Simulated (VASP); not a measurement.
# GeMo (rocksalt type) (Fm-3m) in VASP: notebook, part 2 of 2

VASP 6.6.1. The steps go on from the part before.

## (5) Single point, r2SCAN (16.72 Å³/atom)

This run uses another cell than the first one, of 16.72 Å³/atom.

File POSCAR:

```
GeMo
1.0
    0.0000000000      2.5572126381      2.5572126381
    2.5572126381      0.0000000000      2.5572126381
    2.5572126381      2.5572126381      0.0000000000
Mo Ge
1 1
Direct
    0.0000000000      0.0000000000      0.0000000000
    0.5000000000      0.5000000000      0.5000000000
```

File INCAR.step1:

```
SYSTEM = GeMo
PREC = Accurate ; ENCUT = 520
ISMEAR = -1 ; SIGMA = 0.08
LREAL = .False. ; LASPH = .True.
NELM = 100 ; NBANDS = 21
GGA = PE ; ALGO = Normal
EDIFF = 1E-4 ; LWAVE = .True.
LCHARG = .False.
```

File INCAR.step2:

```
SYSTEM = GeMo
PREC = Accurate ; ENCUT = 520
EDIFF = 1E-6 ; ISMEAR = -1
SIGMA = 0.08 ; LREAL = .False.
LASPH = .True. ; NELM = 100
ALGO = Normal ; ISIF = 2
LWAVE = .False. ; LCHARG = .False.
METAGGA = R2SCAN ; LMIXTAU = .True.
NBANDS = 21 ; ISTART = 1
```

File KPOINTS:

```
regular mesh
0
Gamma
  14 14 14
  0 0 0
```

Potentials or basis: VASP PAW PBE potentials, release 64 (Mo_sv, Ge_d).

On the command line:

```console
$ cat potpaw_PBE.64/Mo_sv/POTCAR potpaw_PBE.64/Ge_d/POTCAR > POTCAR
$ cp INCAR.step1 INCAR
$ mpirun -np 1 vasp_std > vasp.out
$ cp INCAR.step2 INCAR
$ mpirun -np 1 vasp_std > vasp.out
```

OUTCAR:

```text
SYSTEM = GeMo
   PREC = Accurate
   ENCUT = 520
   EDIFF = 1E-6
   ISMEAR = -1
   LREAL = .False.
   LASPH = .True.
   NELM = 100
   ISIF = 2
   METAGGA = R2SCAN
   ISTART = 1

 ion  position               nearest neighbor table
   1  0.000  0.000  0.000-   2 2.56   2 2.56   2 2.56   2 2.56   2 2.56   2 2.56
   2  0.500  0.500  0.500-   1 2.56   1 2.56   1 2.56   1 2.56   1 2.56   1 2.56

  LATTYP: Found a face centered cubic cell.
 ALAT       =     5.1144252762

  Lattice vectors:

 A1 = (   0.0000000000,   2.5572126381,   2.5572126381)
 A2 = (   2.5572126381,   0.0000000000,   2.5572126381)
 A3 = (   2.5572126381,   2.5572126381,   0.0000000000)

Analysis of symmetry for initial positions (statically):
=====================================================================
 Subroutine PRICEL returns:
 Original cell was already a primitive cell.

 Routine SETGRP: Setting up the symmetry group for a
 face centered cubic supercell.

 Subroutine GETGRP returns: Found 48 space group operations
 (whereof 48 operations were pure point group operations)
 out of a pool of 48 trial point group operations.

[... 152 lines left out ...]

 Free energy of the ion-electron system (eV)
  ---------------------------------------------------
  ext. energy  EPLUGINS =         0.00000000
  ---------------------------------------------------
  free energy    TOTEN  =       -39.01035904 eV

  energy without entropy =      -38.96282204  energy(sigma->0) =      -38.98659054

 E-fermi :   9.7259     XC(G=0): -13.4569

 val. band max:        9.7205219826   @ k =  -0.4286   0.4286   0.1429
 cond. band min:       9.7356723381   @ k =  -0.4286   0.5000   0.0714
 fundamental gap:      0.0151503555
 Fermi energy:         9.7258505052

 k-point     1 :       0.0000    0.0000    0.0000
  band No.  band energies     occupation
      1     -53.4460      2.00000
      2     -26.8066      2.00000
      3     -26.8066      2.00000
      4     -26.8066      2.00000
      5     -15.4951      2.00000
      6     -15.4951      2.00000
[... 565 lines left out ...]
     20      20.1043      0.00000
     21      21.8706      0.00000

 [... further k-points ...]
[... 5 lines left out ...]
  --------------------------------------------------------------------------------------
  -------------------------------------------------------------------------------------
  Total        0.0462263      0.0462263      0.0462263      0.0000000      0.0000000      0.0000000
  in kB        2.2144687      2.2144687      2.2144687      0.0000000      0.0000000      0.0000000
  external PRESSURE =       2.2144687 kB  Pullay stress =       0.0000000 kB

 VOLUME and BASIS-vectors are now :
 -----------------------------------------------------------------------------
  energy-cutoff  :      520.00
  volume of cell :       33.44
      direct lattice vectors                 reciprocal lattice vectors
     0.000000000  2.557212638  2.557212638    -0.195525391  0.195525391  0.195525391
     2.557212638  0.000000000  2.557212638     0.195525391 -0.195525391  0.195525391
     2.557212638  2.557212638  0.000000000     0.195525391  0.195525391 -0.195525391

 POSITION                                       TOTAL-FORCE (eV/Angst)
 -----------------------------------------------------------------------------------
      0.00000      0.00000      0.00000        -0.000000     -0.000000     -0.000000
      2.55721      2.55721      2.55721         0.000000      0.000000      0.000000
 -----------------------------------------------------------------------------------
    total drift:                                0.000000      0.000000      0.000000

  FREE ENERGIE OF THE ION-ELECTRON SYSTEM (eV)
  ---------------------------------------------------
  free  energy   TOTEN  =       -39.0103590423 eV

  energy  without entropy=      -38.9628220352  energy(sigma->0) =      -38.98659054
```

OSZICAR.step1:

```text
N       E                     dE             d eps       ncg     rms          rms(c)
DAV:   1     0.233046618654E+03    0.23305E+03   -0.14356E+04  5258   0.312E+03
DAV:   2     0.554267488959E+01   -0.22750E+03   -0.21916E+03  4577   0.641E+02
DAV:   3    -0.149906201001E+02   -0.20533E+02   -0.20072E+02  4913   0.122E+02
DAV:   4    -0.154631144200E+02   -0.47249E+00   -0.47163E+00  4893   0.190E+01
DAV:   5    -0.154691606229E+02   -0.60462E-02   -0.60458E-02  4921   0.254E+00    0.143E+01
DAV:   6    -0.146228929056E+02    0.84627E+00   -0.37569E+00  5131   0.139E+01    0.257E+00
DAV:   7    -0.145726623555E+02    0.50231E-01   -0.26550E-01  5617   0.581E+00    0.234E+00
DAV:   8    -0.145639293347E+02    0.87330E-02   -0.27855E-02  5566   0.182E+00    0.247E-01
DAV:   9    -0.145633732914E+02    0.55604E-03   -0.14316E-03  5065   0.459E-01    0.858E-02
DAV:  10    -0.145633154522E+02    0.57839E-04   -0.48956E-04  4564   0.348E-01
   1 F= -.14563315E+02 E0= -.14537159E+02  d E =-.523137E-01
```

Wall time 3 min (1 thread of AMD EPYC 9R45 (Zen 5), shared host); peak memory 0.19 GiB.

What came out:

- Free energy: -39.0104 eV
- Pressure: 0.2 GPa
- Band gap on the k mesh: zero (bands 14 and 15 overlap by 2.15 eV)

Caveat: the PAW data sets were made with another functional, which shifts forces and pressure a little.

## (6) Single point, r2SCAN+U

This run uses another cell than the first one, of 14.05 Å³/atom.

File POSCAR:

```
GeMo
1.0
    0.0000000000      2.4128293339      2.4128293339
    2.4128293339      0.0000000000      2.4128293339
    2.4128293339      2.4128293339      0.0000000000
Mo Ge
1 1
Direct
    0.0000000000      0.0000000000      0.0000000000
    0.5000000000      0.5000000000      0.5000000000
```

File INCAR.step1:

```
PREC = Accurate ; ENCUT = 520
ISMEAR = -1 ; SIGMA = 0.08
LREAL = F ; LASPH = T
NELM = 150 ; LMAXMIX = 4
LDAU = T ; LDAUTYPE = 2
LDAUL = 2 -1 ; LDAUU = 5 0
LDAUJ = 0 0 ; NBANDS = 21
GGA = PE ; ALGO = Normal
EDIFF = 1E-4 ; LWAVE = T
LCHARG = F
```

File INCAR.step2:

```
PREC = Accurate ; ENCUT = 520
EDIFF = 1E-6 ; ISMEAR = -1
SIGMA = 0.08 ; LREAL = F
LASPH = T ; NELM = 150
ALGO = Normal ; ISIF = 2
LWAVE = F ; LCHARG = T
LMAXMIX = 4 ; LDAU = T
LDAUTYPE = 2 ; LDAUL = 2 -1
LDAUU = 5 0 ; LDAUJ = 0 0
LDAUPRINT = 1 ; METAGGA = R2SCAN
LMIXTAU = T ; LELF = T
LVHAR = T ; NBANDS = 21
ISTART = 1
```

File KPOINTS:

```
Automatic mesh
0
Gamma
  14 14 14
```

Potentials or basis: VASP PAW PBE potentials, release 64 (Mo_sv, Ge_d).

On the command line:

```console
$ cat potpaw_PBE.64/Mo_sv/POTCAR potpaw_PBE.64/Ge_d/POTCAR > POTCAR
$ cp INCAR.step1 INCAR
$ mpirun -np 1 vasp_std > vasp.out
$ cp INCAR.step2 INCAR
$ mpirun -np 1 vasp_std > vasp.out
```

It took 3.2 min on 1 thread of AMD EPYC 9R45 (Zen 5), shared host; peak memory 0.18 GiB.

The run converged. Its results:

- Free energy: -32.3412 eV
- Pressure: 47.1 GPa
- Band gap on the k mesh: zero (bands 14 and 15 overlap by 2.98 eV)

Levels at points of the mesh, in eV from the Fermi level:
| k point | band 10 | band 11 | band 12 | band 13 | band 14 | band 15 | band 16 | band 17 | band 18 | band 19 |
| --- | --- | --- | --- | --- | --- | --- | --- | --- | --- | --- |
| (0.00, 0.00, 0.00) | -13.77 | -2.04 | -2.04 | -2.04 | -1.85 | -1.85 | 2.96 | 2.96 | 2.96 | 8.62 |
| (0.50, 0.00, 0.00) | -9.42 | -7.89 | -5.05 | -5.05 | 0.42 | 0.42 | 2.27 | 5.37 | 8.98 | 8.98 |
| (0.50, 0.50, 0.00) | -11.22 | -4.89 | -4.24 | -0.71 | -0.35 | -0.35 | 1.40 | 1.40 | 3.47 | 8.15 |

Eigenvalues of the final occupation matrices:
```tsv
site	spin	trace	eigenvalues
site 1 d	1	2.15	0.37 0.37 0.37 0.53 0.53
site 1 d	2	2.15	0.37 0.37 0.37 0.53 0.53
```

Caveat: the cell stands under pressure; the PAW data sets were made with another functional, which shifts forces and pressure a little; U without spin polarisation on a metal has little footing; the U is typed as a test and isn't derived for this compound.

## (7) Single point, r2SCAN+U

This run uses another cell than the first one, of 14.05 Å³/atom.

POSCAR is that of step 6.

File INCAR.step1:

```
PREC     = Accurate       # precision mode
ENCUT    = 520            # plane-wave cutoff, eV
ISMEAR   = -1             # smearing method
SIGMA    = 0.08           # smearing width, eV
LREAL    = False          # projectors in reciprocal space
LASPH    = True           # aspherical terms in the spheres
NELM     = 150            # most SCF steps
LMAXMIX  = 4              # l up to which the mixer works
LDAU     = True           # DFT+U
LDAUTYPE = 2            
LDAUL    = 2 -1           # shell
LDAUU    = 8 0            # U, eV
LDAUJ    = 0 0          
NBANDS   = 21             # bands
GGA      = PE             # functional
ALGO     = Normal         # electronic algorithm
EDIFF    = 1E-4           # SCF threshold, eV
LWAVE    = True           # write WAVECAR
LCHARG   = False          # write CHGCAR
```

File INCAR.step2:

```
PREC     = Accurate       # precision mode
ENCUT    = 520            # plane-wave cutoff, eV
EDIFF    = 1E-6           # SCF threshold, eV
ISMEAR   = -1             # smearing method
SIGMA    = 0.08           # smearing width, eV
LREAL    = False          # projectors in reciprocal space
LASPH    = True           # aspherical terms in the spheres
NELM     = 150            # most SCF steps
ALGO     = Normal         # electronic algorithm
ISIF     = 2              # what is computed and relaxed
LWAVE    = False          # write WAVECAR
LCHARG   = False          # write CHGCAR
LMAXMIX  = 4              # l up to which the mixer works
LDAU     = True           # DFT+U
LDAUTYPE = 2            
LDAUL    = 2 -1           # shell
LDAUU    = 8 0            # U, eV
LDAUJ    = 0 0          
LDAUPRINT= 1            
METAGGA  = R2SCAN         # meta-GGA
LMIXTAU  = True         
NBANDS   = 21             # bands
ISTART   = 1
```

File KPOINTS:

```
regular mesh
0
Gamma
  14 14 14
```

Potentials or basis: VASP PAW PBE potentials, release 64 (Mo_sv, Ge_d).

On the command line:

```console
$ cat potpaw_PBE.64/Mo_sv/POTCAR potpaw_PBE.64/Ge_d/POTCAR > POTCAR
$ cp INCAR.step1 INCAR
$ mpirun -np 1 vasp_std > vasp.out
$ cp INCAR.step2 INCAR
$ mpirun -np 1 vasp_std > vasp.out
```

OUTCAR:

```text
PREC = Accurate
   ENCUT = 520
   EDIFF = 1E-6
   ISMEAR = -1
   LREAL = False
   LASPH = True
   NELM = 150
   ISIF = 2
   METAGGA = R2SCAN
   ISTART = 1

 ion  position               nearest neighbor table
   1  0.000  0.000  0.000-   2 2.41   2 2.41   2 2.41   2 2.41   2 2.41   2 2.41
   2  0.500  0.500  0.500-   1 2.41   1 2.41   1 2.41   1 2.41   1 2.41   1 2.41

  LATTYP: Found a face centered cubic cell.
 ALAT       =     4.8256586678

  Lattice vectors:

 A1 = (   0.0000000000,   2.4128293339,   2.4128293339)
 A2 = (   2.4128293339,   0.0000000000,   2.4128293339)
 A3 = (   2.4128293339,   2.4128293339,   0.0000000000)

Analysis of symmetry for initial positions (statically):
=====================================================================
 Subroutine PRICEL returns:
 Original cell was already a primitive cell.

 Routine SETGRP: Setting up the symmetry group for a
 face centered cubic supercell.

 Subroutine GETGRP returns: Found 48 space group operations
 (whereof 48 operations were pure point group operations)
 out of a pool of 48 trial point group operations.

The static configuration has the point symmetry O_h .

Analysis of symmetry for dynamics (positions and initial velocities):
=====================================================================
 Subroutine PRICEL returns:
 Original cell was already a primitive cell.

[... 171 lines left out ...]
  o =  0.3325  v =  0.0000 -0.9506 -0.0000  0.3105 -0.0000  0.0000  0.0000  0.0000  0.0000  0.0000      0.0000  0.0000  0.0000  0.0000  0.0000  0.0000  0.0000  0.0000  0.0000  0.0000
  o =  0.3325  v =  0.0000  0.0000  0.0000  0.0000  0.0000  0.0000 -0.9506 -0.0000  0.3105 -0.0000      0.0000  0.0000  0.0000  0.0000  0.0000  0.0000  0.0000  0.0000  0.0000  0.0000
  o =  0.3325  v =  0.0000  0.3105 -0.0000  0.9506  0.0000  0.0000  0.0000  0.0000  0.0000  0.0000      0.0000  0.0000  0.0000  0.0000  0.0000  0.0000  0.0000  0.0000  0.0000  0.0000
  o =  0.3325  v =  0.0000  0.0000  0.0000  0.0000  0.0000  0.0000  0.3105 -0.0000  0.9506  0.0000      0.0000  0.0000  0.0000  0.0000  0.0000  0.0000  0.0000  0.0000  0.0000  0.0000
  o =  0.3325  v =  0.0000  0.0000  0.0000  0.0000  0.0000  1.0000  0.0000  0.0000  0.0000  0.0000      0.0000  0.0000  0.0000  0.0000  0.0000  0.0000  0.0000  0.0000  0.0000  0.0000
  o =  0.3325  v =  1.0000  0.0000  0.0000  0.0000  0.0000  0.0000  0.0000  0.0000  0.0000  0.0000      0.0000  0.0000  0.0000  0.0000  0.0000  0.0000  0.0000  0.0000  0.0000  0.0000
  o =  0.5638  v =  0.0000  0.0000  0.0000  0.0000  0.0000  0.0000  0.0000 -0.0224  0.0000 -0.9997      0.0000  0.0000  0.0000  0.0000  0.0000  0.0000  0.0000  0.0000  0.0000  0.0000
  o =  0.5638  v =  0.0000  0.0000 -0.0224  0.0000 -0.9997  0.0000  0.0000  0.0000  0.0000  0.0000      0.0000  0.0000  0.0000  0.0000  0.0000  0.0000  0.0000  0.0000  0.0000  0.0000
  o =  0.5638  v =  0.0000 -0.0000  0.9997  0.0000 -0.0224  0.0000  0.0000  0.0000  0.0000  0.0000      0.0000  0.0000  0.0000  0.0000  0.0000  0.0000  0.0000  0.0000  0.0000  0.0000
  o =  0.5638  v =  0.0000  0.0000  0.0000  0.0000  0.0000  0.0000 -0.0000  0.9997  0.0000 -0.0224      0.0000  0.0000  0.0000  0.0000  0.0000  0.0000  0.0000  0.0000  0.0000  0.0000

 number of electron      27.9999997 magnetization

 Free energy of the ion-electron system (eV)
  ---------------------------------------------------
  ext. energy  EPLUGINS =         0.00000000
  ---------------------------------------------------
  free energy    TOTEN  =       -28.80466612 eV

  energy without entropy =      -28.77002896  energy(sigma->0) =      -28.78734754

 E-fermi :  12.8758     XC(G=0): -14.5974

 val. band max:       12.8748261976   @ k =   0.4286   0.0714   0.0000
 cond. band min:      12.8838580615   @ k =  -0.2857   0.1429   0.0000
 fundamental gap:      0.0090318639
 Fermi energy:        12.8758294590

 k-point     1 :       0.0000    0.0000    0.0000
  band No.  band energies     occupation
      1     -51.0965      2.00000
      2     -24.4696      2.00000
      3     -24.4695      2.00000
      4     -24.4695      2.00000
      5     -13.0750      2.00000
      6     -13.0750      2.00000
[... 565 lines left out ...]
     20      24.0993      0.00000
     21      25.6239      0.00000

 [... further k-points ...]
[... 5 lines left out ...]
  --------------------------------------------------------------------------------------
  -------------------------------------------------------------------------------------
  Total        8.7803186      8.7803186      8.7803186      0.0000000      0.0000000      0.0000000
  in kB      500.7385726    500.7385726    500.7385726      0.0000000      0.0000000      0.0000000
  external PRESSURE =     500.7385726 kB  Pullay stress =       0.0000000 kB

 VOLUME and BASIS-vectors are now :
 -----------------------------------------------------------------------------
  energy-cutoff  :      520.00
  volume of cell :       28.09
      direct lattice vectors                 reciprocal lattice vectors
     0.000000000  2.412829334  2.412829334    -0.207225597  0.207225597  0.207225597
     2.412829334  0.000000000  2.412829334     0.207225597 -0.207225597  0.207225597
     2.412829334  2.412829334  0.000000000     0.207225597  0.207225597 -0.207225597

 POSITION                                       TOTAL-FORCE (eV/Angst)
 -----------------------------------------------------------------------------------
      0.00000      0.00000      0.00000        -0.000000     -0.000000      0.000000
      2.41283      2.41283      2.41283         0.000000      0.000000     -0.000000
 -----------------------------------------------------------------------------------
    total drift:                                0.000000      0.000000      0.000000

  FREE ENERGIE OF THE ION-ELECTRON SYSTEM (eV)
  ---------------------------------------------------
  free  energy   TOTEN  =       -28.8046661228 eV

  energy  without entropy=      -28.7700289585  energy(sigma->0) =      -28.78734754
```

OUTCAR.step1:

```text
PREC = Accurate
   ENCUT = 520
   ISMEAR = -1
   LREAL = False
   LASPH = True
[... 801 lines left out ...]
      0.00000      0.00000      0.00000        -0.000000      0.000000      0.000000
      2.41283      2.41283      2.41283         0.000000     -0.000000     -0.000000
 -----------------------------------------------------------------------------------
    total drift:                                0.000000      0.000000      0.000000

  FREE ENERGIE OF THE ION-ELECTRON SYSTEM (eV)
  ---------------------------------------------------
  free  energy   TOTEN  =        -4.2094678516 eV

  energy  without entropy=       -4.1728762852  energy(sigma->0) =       -4.19117207
```

OSZICAR.step1:

```text
N       E                     dE             d eps       ncg     rms          rms(c)
DAV:   1     0.231209184573E+03    0.23121E+03   -0.14343E+04  5455   0.327E+03
DAV:   2     0.138037584258E+02   -0.21741E+03   -0.20866E+03  4556   0.636E+02
DAV:   3    -0.474678263348E+01   -0.18551E+02   -0.18236E+02  4908   0.117E+02
DAV:   4    -0.511235583116E+01   -0.36557E+00   -0.36504E+00  4893   0.172E+01
DAV:   5    -0.511671563048E+01   -0.43598E-02   -0.43596E-02  4938   0.216E+00    0.208E+01
DAV:   6    -0.405039113076E+01    0.10663E+01   -0.32495E+00  5408   0.169E+01    0.440E+00
DAV:   7    -0.410084481828E+01   -0.50454E-01   -0.13231E-01  5430   0.479E+00    0.310E+00
DAV:   8    -0.418172891746E+01   -0.80884E-01   -0.20380E-01  5196   0.418E+00    0.717E-01
DAV:   9    -0.419674494074E+01   -0.15016E-01   -0.33500E-02  5586   0.200E+00    0.503E-01
DAV:  10    -0.420749314026E+01   -0.10748E-01   -0.34871E-02  5032   0.868E-01    0.116E-01
DAV:  11    -0.420877180840E+01   -0.12787E-02   -0.29518E-03  5761   0.461E-01    0.710E-02
DAV:  12    -0.420936993214E+01   -0.59812E-03   -0.17371E-03  4026   0.172E-01    0.264E-02
DAV:  13    -0.420946785164E+01   -0.97920E-04   -0.61337E-04  3688   0.108E-01
   1 F= -.42094679E+01 E0= -.41911721E+01  d E =-.365916E-01
```

Wall time 3.4 min (1 thread of AMD EPYC 9R45 (Zen 5), shared host); peak memory 0.18 GiB.

Results:

* Free energy: -28.8047 eV
* Pressure: 50.1 GPa
* Band gap on the k mesh: zero (bands 14 and 15 overlap by 3.05 eV)

Eigenvalues of the final occupation matrices:
| site | spin | trace | eigenvalues |
| --- | --- | --- | --- |
| site 1 d | 1 | 2.13 | 0.33 0.33 0.33 0.56 0.56 |
| site 1 d | 2 | 2.13 | 0.33 0.33 0.33 0.56 0.56 |

Caveat: the cell stands under pressure; the PAW data sets were made with another functional, which shifts forces and pressure a little; U without spin polarisation on a metal has little footing; the U is typed as a test and isn't derived for this compound.

## (8) Overview

```csv
level,U,cell,gap on the mesh (eV),pressure (GPa)
r2SCAN,-,"a = 3.300 Å, angles 60.0°, 2 atoms",none,84.6
r2SCAN,-,"a = 3.412 Å, angles 60.0°, 2 atoms",none,43.4
r2SCAN,-,"a = 3.517 Å, angles 60.0°, 2 atoms",none,17.2
r2SCAN,-,"a = 3.616 Å, angles 60.0°, 2 atoms",none,0.2
r2SCAN+U,Mo d U = 5.0 eV,"a = 3.412 Å, angles 60.0°, 2 atoms",none,47.1
r2SCAN+U,Mo d U = 8.0 eV,"a = 3.412 Å, angles 60.0°, 2 atoms",none,50.1
```

Alike in all rows: task single point; potentials or basis VASP PAW PBE potentials, release 64 (Mo_sv, Ge_d); no spin polarisation; k mesh 14 × 14 × 14; cutoff (eV) 520; smearing fermi-dirac 0.08 eV.

Caveats: the PAW data sets were made with another functional, which shifts forces and pressure a little; the cell stands under pressure (at least some runs); U without spin polarisation on a metal has little footing (at least some runs); the U is typed as a test and isn't derived for this compound (at least some runs).

Absolute energies hang on the potentials; compare differences alone.
